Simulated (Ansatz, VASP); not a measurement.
**Two plane-wave programs on WS2**

The input INCAR:

```
  ALGO = Normal
  EDIFF = 1E-6
  ENCUT = 520
  GGA = PE
  ISIF = 2
  ISMEAR = 0
  IVDW = 12
  LASPH = True
  LCHARG = False
  LREAL = False
  LWAVE = False
  NBANDS = 35
  NELM = 60
  PREC = Accurate
  SIGMA = 0.05
```

Contents of KPOINTS:

```
k-points
0
Gamma
  12 12 4
```

The input POSCAR:

```
WS2
1.0
    3.0280379359      0.0000000000      0.0000000000
   -1.5140189679      2.6223577761      0.0000000000
    0.0000000000      0.0000000000     11.6543127690
W S
2 4
Direct
    0.3333333333      0.6666666667      0.2500000000
    0.6666666667      0.3333333333      0.7500000000
    0.3333333333      0.6666666667      0.6202874207
    0.6666666667      0.3333333333      0.1202874207
    0.3333333333      0.6666666667      0.8797125793
    0.6666666667      0.3333333333      0.3797125793
```

Input for Ansatz:

```yaml
crystal:
  lattice:
    - [3.0280379359, 0.0, 0.0]
    - [-1.5140189679, 2.6223577761, 0.0]
    - [0.0, 0.0, 11.654312769]
  atoms:
    - { symbol: W, position: [0.3333333333, 0.6666666667, 0.25] }
    - { symbol: W, position: [0.6666666667, 0.3333333333, 0.75] }
    - { symbol: S, position: [0.3333333333, 0.6666666667, 0.6202874207] }
    - { symbol: S, position: [0.6666666667, 0.3333333333, 0.1202874207] }
    - { symbol: S, position: [0.3333333333, 0.6666666667, 0.8797125793] }
    - { symbol: S, position: [0.6666666667, 0.3333333333, 0.3797125793] }
basis:
  ecutwfc: 420
kpoints:
  mp_grid: { grid: [12, 12, 4] }
hamiltonian:
  xc: pbe
  dispersion: d3bj
scf:
  occupations: { method: gaussian, width: 0.05 }
output:
  forces: true
  stress: true
  eigenvalues: true
```

Change from the starting cell: strain -0.040 along x and y, -0.040 along z, atoms carried along.

Alike in both runs: task single point; functional PBE; dispersion D3(BJ); k mesh 12 × 12 × 4; occupations gaussian, width 0.05 eV; no spin polarisation.

```csv
,VASP,Ansatz
version,VASP 6.6.1,Ansatz 0.2.0
potentials or method,"VASP PAW PBE potentials, release 64 (W_sv, S), cutoff 520 eV","scalar-relativistic, plane waves, PAW"
valence electrons in the cell,52,52
```

VASP gave:

```
gap on the k mesh at the Fermi level (eV)                     : 0.72
least direct gap on the mesh (eV)                             : 2.12
pressure (GPa)                                                : 27.0
traceless stress, the component that is largest in VASP (GPa) : 1.73
rms of the force components (eV/Å)                            : 1.197
```

Task: Which values does Ansatz return?

Result: gap on the k mesh at the Fermi level (eV): 0.70; least direct gap on the mesh (eV): 2.12; pressure (GPa): 27.0; traceless stress, the component that is largest in VASP (GPa): 1.75; rms of the force components (eV/Å): 1.197.

Atom by atom the forces differ by 0.000 eV/Å (rms over components).

Spin-orbit coupling is off throughout.
